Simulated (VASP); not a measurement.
A run of VASP 6.6.1 is set up as follows.

INCAR

```
SYSTEM = CdS
ALGO = Normal ; EDIFF = 1E-6
ENCUT = 520 ; GGA = PE
ISIF = 2 ; ISMEAR = 0
LASPH = .TRUE. ; LCHARG = .FALSE.
LREAL = .FALSE. ; LWAVE = .FALSE.
NBANDS = 16 ; NELM = 80
PREC = Accurate ; SIGMA = 0.01
```

KPOINTS

```
k-points
0
G
  4 4 4
  0 0 0
```

File POSCAR:

```
CdS
1.0
    0.0000000000      2.9165000000      2.9165000000
    2.9165000000      0.0000000000      2.9165000000
    2.9165000000      2.9165000000      0.0000000000
Cd S
1 1
Direct
    0.0098400000      0.9944900000      0.9972900000
    0.2371100000      0.2569800000      0.2598100000
```

Potentials or basis: VASP PAW PBE potentials, release 64 (Cd, S).

Run with:

```sh
$ cat potpaw_PBE.64/Cd/POTCAR potpaw_PBE.64/S/POTCAR > POTCAR
$ mpirun -np 1 vasp_std > vasp.out
```

Task: Predict the largest force.

Result: 0.400 eV/Å.

Task: What does it give for the pressure?

Result: 3.5 GPa.

Forces in eV/Å, atoms in the order of the input:
```
Cd   0.365 -0.115 -0.115
S   -0.365  0.115  0.115
```

Caveat: the k points lie up to 0.47 Å⁻¹ apart.
